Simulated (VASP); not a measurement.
# W in VASP: a series of runs

The runs below take W through single point, with PBE, LDA, PBEsol.

All numbers are computed with VASP 6.6.1; they aren't measurements. Logs are shortened: lines on timing, memory, paths and dates and some standing lists are left out, and cuts for length are marked.

**1. The cell of the first run**

The cell holds a slab with vacuum, 5 atoms: a = 2.871 Å, b = 2.871 Å, c = 24.376 Å, α = 90.00°, β = 90.00°, γ = 120.00°.

**2. Single point, PBE**

INCAR

```
  PREC = Accurate
  ENCUT = 520
  EDIFF = 1E-6
  ISMEAR = -1
  SIGMA = 0.05
  LREAL = F
  LASPH = T
  NELM = 60
  ALGO = Normal
  ISIF = 2
  LWAVE = F
  LCHARG = T
  GGA = PE
  LELF = T
  LVHAR = T
  NBANDS = 43
```

KPOINTS

```
regular mesh
0
Gamma
  11 11 1
```

POSCAR

```
W
1.0
    2.8708535316      0.0000000000      0.0000000000
   -1.4354267658      2.4862320889      0.0000000000
    0.0000000000      0.0000000000     24.3761683716
W
5
Direct
    0.6666666667      0.3333333333      0.3076775597
    0.3333333333      0.6666666667      0.4038387799
    0.0000000000      0.0000000000      0.5000000000
    0.6666666667      0.3333333333      0.5961612201
    0.3333333333      0.6666666667      0.6923224403
```

Potentials or basis: VASP PAW PBE potentials, release 64 (W_sv).

Run with:

```console
$ cat potpaw_PBE.64/W_sv/POTCAR > POTCAR
$ mpirun -np 1 vasp_std > vasp.out
```

OUTCAR:

```text
PREC = Accurate
   ENCUT = 520
   EDIFF = 1E-6
   ISMEAR = -1
   LREAL = F
   LASPH = T
   NELM = 60
   ISIF = 2
   GGA = PE

 ion  position               nearest neighbor table
   1  0.667  0.333  0.308-   2 2.87   2 2.87   2 2.87
   2  0.333  0.667  0.404-   3 2.87   3 2.87   3 2.87   1 2.87   1 2.87   1 2.87
   3  0.000  0.000  0.500-   2 2.87   4 2.87   2 2.87   4 2.87   4 2.87   2 2.87
   4  0.667  0.333  0.596-   3 2.87   3 2.87   3 2.87   5 2.87   5 2.87   5 2.87
   5  0.333  0.667  0.692-   4 2.87   4 2.87   4 2.87

  LATTYP: Found a hexagonal cell.
 ALAT       =     2.8708535316
 C/A-ratio  =     8.4909132783

  Lattice vectors:

 A1 = (   2.8708535316,   0.0000000000,   0.0000000000)
 A2 = (  -1.4354267658,   2.4862320889,   0.0000000000)
 A3 = (   0.0000000000,   0.0000000000,  24.3761683716)

Analysis of symmetry for initial positions (statically):
=====================================================================
 Subroutine PRICEL returns:
 Original cell was already a primitive cell.

 Routine SETGRP: Setting up the symmetry group for a
 hexagonal supercell.

 Subroutine GETGRP returns: Found 12 space group operations
 (whereof 12 operations were pure point group operations)
 out of a pool of 24 trial point group operations.

The static configuration has the point symmetry D_3d.

Analysis of symmetry for dynamics (positions and initial velocities):
=====================================================================
 Subroutine PRICEL returns:
 Original cell was already a primitive cell.

 Routine SETGRP: Setting up the symmetry group for a
 hexagonal supercell.

 Subroutine GETGRP returns: Found 12 space group operations
 (whereof 12 operations were pure point group operations)
 out of a pool of 24 trial point group operations.

The dynamic configuration has the point symmetry D_3d.

 Subroutine INISYM returns: Found 12 space group operations
 (whereof 12 operations are pure point group operations),
 and found     1 'primitive' translations

----------------------------------------------------------------------------------------

                                     Primitive cell

  volume of cell :     173.9875

[... 81 lines left out ...]
   LSORBIT =      F    spin-orbit coupling
   LASPH  =      T    aspherical Exc in radial PAW
   ENCUT  =  520.0 eV  38.22 Ry    6.18 a.u.   5.34  5.34 45.32*2*pi/ulx,y,z
   NELM   =     60;   NELMIN=  2; NELMDL= -5     # of ELM steps
   EDIFF  = 0.1E-05   stopping-criterion for ELM
   LREAL  =      F    real-space projection
   EDIFFG = 0.1E-04   stopping-criterion for IOM
   NSW    =      0    number of steps for IOM
   IBRION =     -1    ionic relax: 0-MD 1-quasi-New 2-CG
   NFREE  =      0    steps in history (QN), initial steepest desc. (CG)
   ISIF   =      2    stress and relaxation
   ISYM   =      2    0-nonsym 1-usesym 2-fastsym
   POTIM  = 0.5000    time-step for ionic-motion
   TEBEG  =    0.0;   TEEND  =   0.0 temperature during run
   PSTRESS=    0.0 pullay stress
   NELECT =      70.0000    total number of electrons
   NUPDOWN=      -1.0000    fix difference up-down
   EMIN   =  10.00;   EMAX   =-10.00  energy-range for DOS
   EFERMI =   0.00;   METHOD = LEGACY
   ISMEAR =    -1;   SIGMA  =   0.05  broadening in eV -4-tet -1-fermi 0-gaus
   EFERMI_NEDOS =   21; number of points for ismear=-14 and -15
   IALGO  =     38    algorithm
   IMIX   =      4    mixing-type and parameters
     AMIX     =   0.40;   BMIX     =  1.00
     AMIX_MAG =   1.60;   BMIX_MAG =  1.00
  volume/ion in A,a.u.               =      34.80       234.83
  Fermi-wavevector in a.u.,A,eV,Ry     =   1.208560  2.283847 19.872897  1.460617
  Thomas-Fermi vector in A             =   2.344164
   LORBIT       =      0    0 simple, 1 ext, 2 COOP (PROOUT), +10 PAW based schemes
   GGA     = PE    functional components
   LHFCALC =     F    Hartree Fock is set to
   AEXX    =    0.0000 exact exchange contribution
   IVDW    =     0    specifies the selected vdW correction
   LEPSILON=     F    determine dielectric tensor
   LRPA    =     F    only Hartree local field effects (RPA)
 non-spin polarized calculation
  energy-cutoff  :      520.00
  volume of cell :      173.99
 maximum number of plane-waves:      4759
 NGX is ok and might be reduce to    24
   NGX = 11   NGY = 11   NGZ = 91

 number of electron      69.9999990 magnetization

 Free energy of the ion-electron system (eV)
  ---------------------------------------------------
  ext. energy  EPLUGINS =         0.00000000
  ---------------------------------------------------
  free energy    TOTEN  =       -59.96665487 eV

  energy without entropy =      -59.91177379  energy(sigma->0) =      -59.93921433

 E-fermi :   2.4464     XC(G=0):  -7.2689

 val. band max:        2.4333023541   @ k =   0.0000   0.0000   0.0000
 cond. band min:       2.4518968187   @ k =   0.0909   0.0000   0.0000
 fundamental gap:      0.0185944646
 Fermi energy:         2.4464357109

 k-point     1 :       0.0000    0.0000    0.0000
  band No.  band energies     occupation
      1     -71.3762      2.00000
      2     -71.3757      2.00000
      3     -71.2929      2.00000
      4     -71.2822      2.00000
      5     -71.1810      2.00000
      6     -35.9987      2.00000
[... 725 lines left out ...]
     42       5.3882      0.00000
     43       6.5062      0.00000

------------------------ aborting loop because EDIFF is reached ----------------------------------------

  FORCE on cell =-STRESS in cart. coord.  units (eV):
  Direction    XX          YY          ZZ          XY          YZ          ZX
  --------------------------------------------------------------------------------------
  -------------------------------------------------------------------------------------
  Total       -9.3792752     -9.3792752     -1.0291332      0.0000000      0.0000000      0.0000000
  in kB      -86.3697607    -86.3697607     -9.4768508      0.0000000      0.0000000      0.0000000
  external PRESSURE =     -60.7387908 kB  Pullay stress =       0.0000000 kB

 VOLUME and BASIS-vectors are now :
 -----------------------------------------------------------------------------
  energy-cutoff  :      520.00
  volume of cell :      173.99
      direct lattice vectors                 reciprocal lattice vectors
     2.870853532  0.000000000  0.000000000     0.348328464  0.201107532  0.000000000
    -1.435426766  2.486232089  0.000000000     0.000000000  0.402215065  0.000000000
     0.000000000  0.000000000 24.376168372     0.000000000  0.000000000  0.041023675

 POSITION                                       TOTAL-FORCE (eV/Angst)
 -----------------------------------------------------------------------------------
      1.43543      0.82874      7.50000         0.000000      0.000000      0.008404
     -0.00000      1.65749      9.84404         0.000000      0.000000      0.190923
      0.00000      0.00000     12.18808         0.000000      0.000000     -0.000000
      1.43543      0.82874     14.53213        -0.000000     -0.000000     -0.190923
     -0.00000      1.65749     16.87617        -0.000000     -0.000000     -0.008404
 -----------------------------------------------------------------------------------
    total drift:                                0.000000     -0.000000      0.000000

  FREE ENERGIE OF THE ION-ELECTRON SYSTEM (eV)
  ---------------------------------------------------
  free  energy   TOTEN  =       -59.9666548745 eV

  energy  without entropy=      -59.9117737860  energy(sigma->0) =      -59.93921433
```

OSZICAR:

```text
N       E                     dE             d eps       ncg     rms          rms(c)
DAV:   1     0.897260636738E+03    0.89726E+03   -0.44365E+04  1584   0.166E+03
DAV:   2    -0.246190041671E+02   -0.92188E+03   -0.90685E+03  1549   0.526E+02
DAV:   3    -0.623095721001E+02   -0.37691E+02   -0.36422E+02  1687   0.108E+02
[... 18 lines left out ...]
DAV:  22    -0.599666261187E+02   -0.15207E-04   -0.95809E-07  1032   0.480E-03    0.212E-03
DAV:  23    -0.599666469650E+02   -0.20846E-04   -0.11363E-06  1002   0.657E-03    0.168E-03
DAV:  24    -0.599666533252E+02   -0.63602E-05   -0.31042E-07   906   0.285E-03    0.184E-03
DAV:  25    -0.599666544880E+02   -0.11629E-05   -0.68244E-08   825   0.210E-03    0.112E-03
DAV:  26    -0.599666548745E+02   -0.38650E-06   -0.46520E-08   813   0.131E-03
   1 F= -.59966655E+02 E0= -.59939214E+02  d E =-.548811E-01
```

It took 5.6 min on 1 thread of Intel Xeon Platinum 8375C at 2.90GHz (Ice Lake), shared host; peak memory 0.34 GiB.

What came out:

```yaml
Free_energy: -59.9667 eV
Largest_force: 0.191 eV/Å
Band_gap_on_the_k_mesh: zero (band 35 reaches 2.92 eV, above the bottom of band 36 at 1.92 eV)
```

Forces in eV/Å, atoms in the order of the input:
```
W    0.000  0.000  0.008
W    0.000  0.000  0.191
W    0.000  0.000  0.000
W    0.000  0.000 -0.191
W    0.000  0.000 -0.008
```

Caveat: spin-orbit coupling is left out, which moves the levels of the heavy elements.

**3. Single point, LDA**

INCAR

```
SYSTEM = W
PREC = Accurate ; ENCUT = 520
EDIFF = 1E-6 ; ISMEAR = -1
SIGMA = 0.05 ; LREAL = .False.
LASPH = .True. ; NELM = 60
ALGO = Normal ; ISIF = 2
LWAVE = .False. ; LCHARG = .False.
GGA = CA ; NBANDS = 43
```

KPOINTS

```
regular mesh
0
Gamma
  11 11 1
  0 0 0
```

POSCAR is that of step 2.

Potentials or basis: VASP PAW LDA potentials, release 64 (W_sv).

Run with:

```console
$ cat potpaw_LDA.64/W_sv/POTCAR > POTCAR
$ mpirun -np 1 vasp_std > vasp.out
```

It took 4.8 min on 1 thread of Intel Xeon Platinum 8375C at 2.90GHz (Ice Lake), shared host; peak memory 0.29 GiB.

Results (log left out):

```
Free energy            : -65.0334 eV
Largest force          : 0.552 eV/Å
Band gap on the k mesh : zero (band 35 reaches 2.78 eV, above the bottom of band 36 at 1.72 eV)
```

Forces on the atoms (eV/Å):
```
W    0.000  0.000  0.552
W    0.000  0.000  0.191
W    0.000  0.000  0.000
W    0.000  0.000 -0.191
W    0.000  0.000 -0.552
```

Levels at points of the mesh, in eV from the Fermi level:
| k point | band 31 | band 32 | band 33 | band 34 | band 35 | band 36 | band 37 | band 38 | band 39 | band 40 |
| --- | --- | --- | --- | --- | --- | --- | --- | --- | --- | --- |
| (0.00, 0.00, 0.00) | -0.68 | -0.41 | -0.41 | -0.40 | -0.40 | -0.10 | -0.10 | -0.04 | -0.04 | 0.07 |

Caveat: spin-orbit coupling is left out, which moves the levels of the heavy elements.

**4. Single point, PBEsol**

INCAR

```
  PREC = Accurate
  ENCUT = 520
  EDIFF = 1E-6
  ISMEAR = -1
  SIGMA = 0.05
  LREAL = False
  LASPH = True
  NELM = 60
  ALGO = Normal
  ISIF = 2
  LWAVE = False
  LCHARG = False
  GGA = PS
  NBANDS = 43
```

KPOINTS

```
regular mesh
0
Gamma
  11 11 1
```

POSCAR is that of step 3.

Potentials or basis: VASP PAW PBE potentials, release 64 (W_sv).

Run with:

```console
$ cat potpaw_PBE.64/W_sv/POTCAR > POTCAR
$ mpirun -np 1 vasp_std > vasp.out
```

It took 5.1 min on 1 thread of Intel Xeon Platinum 8375C at 2.90GHz (Ice Lake), shared host; peak memory 0.34 GiB.

It converged, with:

```
Free energy            : -63.7170 eV
Largest force          : 0.363 eV/Å
Band gap on the k mesh : zero (band 35 reaches 2.79 eV, above the bottom of band 36 at 1.79 eV)
```

Forces on the atoms (eV/Å):
```
W    0.000  0.000  0.363
W    0.000  0.000  0.192
W    0.000  0.000  0.000
W    0.000  0.000 -0.192
W    0.000  0.000 -0.363
```

Levels at points of the mesh, in eV from the Fermi level:
| k point | band 33 | band 34 | band 35 | band 36 | band 37 | band 38 |
| --- | --- | --- | --- | --- | --- | --- |
| (0.00, 0.00, 0.00) | -0.40 | -0.39 | -0.39 | -0.08 | -0.08 | -0.02 |

Caveat: the PAW data sets were made with another functional, which shifts forces and pressure a little; spin-orbit coupling is left out, which moves the levels of the heavy elements.

**5. Single point, PBE**

INCAR

```
SYSTEM = W
PREC     = Accurate       ! precision mode
ENCUT    = 520            ! plane-wave cutoff, eV
EDIFF    = 1E-6           ! SCF threshold, eV
ISMEAR   = -1             ! smearing method
SIGMA    = 0.05           ! smearing width, eV
LREAL    = .FALSE.        ! projectors in reciprocal space
LASPH    = .TRUE.         ! aspherical terms in the spheres
NELM     = 100            ! most SCF steps
ALGO     = Normal         ! electronic algorithm
ISIF     = 2              ! what is computed and relaxed
LWAVE    = .FALSE.        ! write WAVECAR
LCHARG   = .TRUE.         ! write CHGCAR
GGA      = PE             ! functional
LELF     = .TRUE.         ! ELF
LVHAR    = .TRUE.       
NBANDS   = 43             ! bands
```

KPOINTS

```
Automatic mesh
0
G
  11 11 1
  0 0 0
```

POSCAR is that of step 4.

Potentials or basis: VASP PAW PBE potentials, release 64 (W_sv).

Run with:

```console
$ cat potpaw_PBE.64/W_sv/POTCAR > POTCAR
$ mpirun -np 1 vasp_std > vasp.out
```

OUTCAR:

```text
SYSTEM = W
   PREC = Accurate
   ENCUT = 520
   EDIFF = 1E-6
   ISMEAR = -1
   LREAL = .FALSE.
   LASPH = .TRUE.
   NELM = 100
   ISIF = 2
   GGA = PE

 ion  position               nearest neighbor table
   1  0.667  0.333  0.308-   2 2.87   2 2.87   2 2.87
   2  0.333  0.667  0.404-   3 2.87   3 2.87   3 2.87   1 2.87   1 2.87   1 2.87
   3  0.000  0.000  0.500-   2 2.87   4 2.87   2 2.87   4 2.87   4 2.87   2 2.87
   4  0.667  0.333  0.596-   3 2.87   3 2.87   3 2.87   5 2.87   5 2.87   5 2.87
[... 930 lines left out ...]
  --------------------------------------------------------------------------------------
  -------------------------------------------------------------------------------------
  Total       -9.3792752     -9.3792752     -1.0291332      0.0000000      0.0000000      0.0000000
  in kB      -86.3697607    -86.3697607     -9.4768508      0.0000000      0.0000000      0.0000000
  external PRESSURE =     -60.7387908 kB  Pullay stress =       0.0000000 kB

 VOLUME and BASIS-vectors are now :
 -----------------------------------------------------------------------------
  energy-cutoff  :      520.00
  volume of cell :      173.99
      direct lattice vectors                 reciprocal lattice vectors
     2.870853532  0.000000000  0.000000000     0.348328464  0.201107532  0.000000000
    -1.435426766  2.486232089  0.000000000     0.000000000  0.402215065  0.000000000
     0.000000000  0.000000000 24.376168372     0.000000000  0.000000000  0.041023675

 POSITION                                       TOTAL-FORCE (eV/Angst)
 -----------------------------------------------------------------------------------
      1.43543      0.82874      7.50000         0.000000      0.000000      0.008404
     -0.00000      1.65749      9.84404         0.000000      0.000000      0.190923
      0.00000      0.00000     12.18808         0.000000      0.000000     -0.000000
      1.43543      0.82874     14.53213        -0.000000     -0.000000     -0.190923
     -0.00000      1.65749     16.87617        -0.000000     -0.000000     -0.008404
 -----------------------------------------------------------------------------------
    total drift:                                0.000000     -0.000000      0.000000

  FREE ENERGIE OF THE ION-ELECTRON SYSTEM (eV)
  ---------------------------------------------------
  free  energy   TOTEN  =       -59.9666548745 eV

  energy  without entropy=      -59.9117737860  energy(sigma->0) =      -59.93921433
```

OSZICAR:

```text
N       E                     dE             d eps       ncg     rms          rms(c)
DAV:   1     0.897260636738E+03    0.89726E+03   -0.44365E+04  1584   0.166E+03
DAV:   2    -0.246190041671E+02   -0.92188E+03   -0.90685E+03  1549   0.526E+02
DAV:   3    -0.623095721001E+02   -0.37691E+02   -0.36422E+02  1687   0.108E+02
[... 18 lines left out ...]
DAV:  22    -0.599666261187E+02   -0.15207E-04   -0.95809E-07  1032   0.480E-03    0.212E-03
DAV:  23    -0.599666469650E+02   -0.20846E-04   -0.11363E-06  1002   0.657E-03    0.168E-03
DAV:  24    -0.599666533252E+02   -0.63602E-05   -0.31042E-07   906   0.285E-03    0.184E-03
DAV:  25    -0.599666544880E+02   -0.11629E-05   -0.68244E-08   825   0.210E-03    0.112E-03
DAV:  26    -0.599666548745E+02   -0.38650E-06   -0.46520E-08   813   0.131E-03
   1 F= -.59966655E+02 E0= -.59939214E+02  d E =-.548811E-01
```

Wall time 5 min (1 thread of Intel Xeon Platinum 8375C at 2.90GHz (Ice Lake), shared host); peak memory 0.35 GiB.

What came out:

```
Free energy            : -59.9667 eV
Largest force          : 0.191 eV/Å
Band gap on the k mesh : zero (band 35 reaches 2.92 eV, above the bottom of band 36 at 1.92 eV)
```

Forces on the atoms (eV/Å):
```
W    0.000  0.000  0.008
W    0.000  0.000  0.191
W    0.000  0.000  0.000
W    0.000  0.000 -0.191
W    0.000  0.000 -0.008
```

Levels at points of the mesh, in eV from the Fermi level:
```
           k point  band 33  band 34  band 35  band 36  band 37  band 38
(0.00, 0.00, 0.00)    -0.40    -0.38    -0.38    -0.07    -0.07    -0.01
```

Caveat: spin-orbit coupling is left out, which moves the levels of the heavy elements.

**6. Overview**

```csv
level,potentials or basis,gap on the mesh (eV),largest force (eV/Å)
PBE,"VASP PAW PBE potentials, release 64 (W_sv)",none,0.19
LDA,"VASP PAW LDA potentials, release 64 (W_sv)",none,0.55
PBEsol,"VASP PAW PBE potentials, release 64 (W_sv)",none,0.36
```

Alike in all rows: task single point; no spin polarisation; cell as given; k mesh 11 × 11 × 1; cutoff (eV) 520; smearing fermi-dirac 0.05 eV.

Caveats: spin-orbit coupling is left out, which moves the levels of the heavy elements; the PAW data sets were made with another functional, which shifts forces and pressure a little (some runs).

Total energies depend on the potentials used, so only differences within one code and one set of settings carry meaning.
